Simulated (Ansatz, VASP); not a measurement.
**Mg in VASP and in Ansatz**

File POSCAR:

```
Mg
1.0
    3.1089381345      0.0000000000      0.0000000000
    0.0000000000      3.1089381345      0.0000000000
    0.0000000000      0.0000000000      3.1089381345
Mg
1
Direct
    0.0000000000      0.0000000000      0.0000000000
```

INCAR.step1

```
SYSTEM = Mg
PREC = Accurate
ENCUT = 520
ISMEAR = -1
SIGMA = 0.1
LREAL = .False.
LASPH = .True.
NELM = 100
NBANDS = 7
GGA = PE
ALGO = Normal
EDIFF = 1E-4
LWAVE = .True.
LCHARG = .False.
```

File INCAR.step2:

```
SYSTEM = Mg
PREC = Accurate
ENCUT = 520
EDIFF = 1E-7
ISMEAR = -1
SIGMA = 0.1
LREAL = .False.
LASPH = .True.
NELM = 100
ALGO = Normal
ISIF = 2
LWAVE = .False.
LCHARG = .True.
METAGGA = R2SCAN
LMIXTAU = .True.
LELF = .True.
LVHAR = .True.
NBANDS = 7
ISTART = 1
```

File KPOINTS:

```
Automatic mesh
0
Gamma
  12 12 12
  0 0 0
```

Input for Ansatz:

```yaml
crystal:
  lattice:
    - [3.1089381345, 0.0, 0.0]
    - [0.0, 3.1089381345, 0.0]
    - [0.0, 0.0, 3.1089381345]
  atoms:
    - { symbol: Mg, position: [0.0, 0.0, 0.0] }
hamiltonian:
  xc: r2scan
  pseudopotentials:
    kind: paw
    azcp:
      Mg: "pseudopotentials/Mg.paw.azcp"
basis:
  ecutwfc: 500
  fft_grid_basis: typed
kpoints:
  mp_grid: { grid: [12, 12, 12], shift: [0, 0, 0] }
magnetization:
  spin_polarized: false
scf:
  occupations: { method: fermi_dirac, width: 0.1 }
  lower_state_search: "off"
output:
  stress: true
```

Alike in both runs: task single point; functional r2SCAN; k mesh 12 × 12 × 12; occupations fermi-dirac, width 0.1 eV; no spin polarisation.

|  | VASP | Ansatz |
| --- | --- | --- |
| version | VASP 6.6.1 | Ansatz 0.2.0 |
| potentials or method | VASP PAW PBE potentials, release 64 (Mg), cutoff 520 eV | plane waves (500 eV) with PAW, scalar-relativistic |
| valence electrons in the cell | 2 | 10 |

|  | VASP | Ansatz | Ansatz less VASP |
| --- | --- | --- | --- |
| pressure (GPa) | -2.2 | -2.1 | +0.11 |

VASP's potentials were made for PBE, not for r2SCAN. VASP's potentials hold 2 valence electrons a cell and Ansatz's 10, so a difference there can come from the potentials and not from the codes.
